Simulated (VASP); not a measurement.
Wanted: the native input for a VASP 6.6.1 run.

- Task: single point
- Functional: r2SCAN
- Potentials or basis: VASP PAW PBE potentials, release 64 (Mn_pv, O)
- Cutoff: 520 eV
- k mesh: 16 × 16 × 16
- Occupations: gaussian, width 0.1 eV
- Spin: collinear spin, ferromagnetic start
- Starting moments: [4.69, 0.28] μB
- Dipole correction: no
- Further INCAR settings: ALGO = Normal; EDIFF = 1e-07; NBANDS = 20

The system is MnO (Manganosite).

```
Mn O
1.0
     0.00000    2.20273    2.20273
     2.20273    0.00000    2.20273
     2.20273    2.20273    0.00000
Mn O
1 1
Direct
  0.00000 0.00000 0.00000
  0.50000 0.50000 0.50000
```

This cell differs from its parent crystal: volume scaled by 0.97.

The input as run:

POSCAR

```
MnO
1.0
    0.0000000000      2.2027332269      2.2027332269
    2.2027332269      0.0000000000      2.2027332269
    2.2027332269      2.2027332269      0.0000000000
Mn O
1 1
Direct
    0.0000000000      0.0000000000      0.0000000000
    0.5000000000      0.5000000000      0.5000000000
```

INCAR.step1

```
ALGO     = Normal         # electronic algorithm
EDIFF    = 1E-4           # SCF threshold, eV
ENCUT    = 520            # plane-wave cutoff, eV
GGA      = PE             # functional
ISMEAR   = 0              # smearing method
ISPIN    = 2              # spin polarisation
LASPH    = T              # aspherical terms in the spheres
LCHARG   = F              # write CHGCAR
LMAXMIX  = 4              # l up to which the mixer works
LREAL    = F              # projectors in reciprocal space
LWAVE    = T              # write WAVECAR
MAGMOM   = 4.69 0.28      # initial moments
NBANDS   = 20             # bands
NELM     = 150            # most SCF steps
PREC     = Accurate       # precision mode
SIGMA    = 0.1            # smearing width, eV
```

INCAR.step2

```
ALGO     = Normal         # electronic algorithm
EDIFF    = 1E-7           # SCF threshold, eV
ENCUT    = 520            # plane-wave cutoff, eV
ISIF     = 2              # what is computed and relaxed
ISMEAR   = 0              # smearing method
ISPIN    = 2              # spin polarisation
ISTART   = 1            
LASPH    = T              # aspherical terms in the spheres
LCHARG   = F              # write CHGCAR
LMAXMIX  = 4              # l up to which the mixer works
LMIXTAU  = T            
LORBIT   = 11             # projections on sites
LREAL    = F              # projectors in reciprocal space
LWAVE    = F              # write WAVECAR
MAGMOM   = 4.69 0.28      # initial moments
METAGGA  = R2SCAN         # meta-GGA
NBANDS   = 20             # bands
NELM     = 150            # most SCF steps
PREC     = Accurate       # precision mode
SIGMA    = 0.1            # smearing width, eV
```

KPOINTS

```
k-points
0
Gamma
  16 16 16
```

Potentials or basis: VASP PAW PBE potentials, release 64 (Mn_pv, O).

Command:

```console
$ cat potpaw_PBE.64/Mn_pv/POTCAR potpaw_PBE.64/O/POTCAR > POTCAR
$ cp INCAR.step1 INCAR
$ mpirun -np 1 vasp_std > vasp.out
$ cp INCAR.step2 INCAR
$ mpirun -np 1 vasp_std > vasp.out
```

It gave:

```json
{
  "Pressure": "5.6 GPa",
  "Band gap on the k mesh": "zero (filled and empty bands overlap)",
  "Net moment": "4.99 μB per cell",
  "Site moments": "Mn +4.53; O +0.24 μB",
  "Valence electrons inside the program's atomic spheres": "Mn 11.37; O 5.04"
}
```

Caveat: the PAW data sets were made with another functional, which shifts forces and pressure a little; a cell with one magnetic atom can't hold antiferromagnetic order, which such compounds often take; semilocal functionals often make such compounds metallic where correlation or magnetic order opens a gap, which also shifts bond lengths.

Wall time 5.8 min on 1 thread of AMD EPYC 9R45 96-Core Processor (Zen 5), on a shared host, peak memory 0.19 GiB.
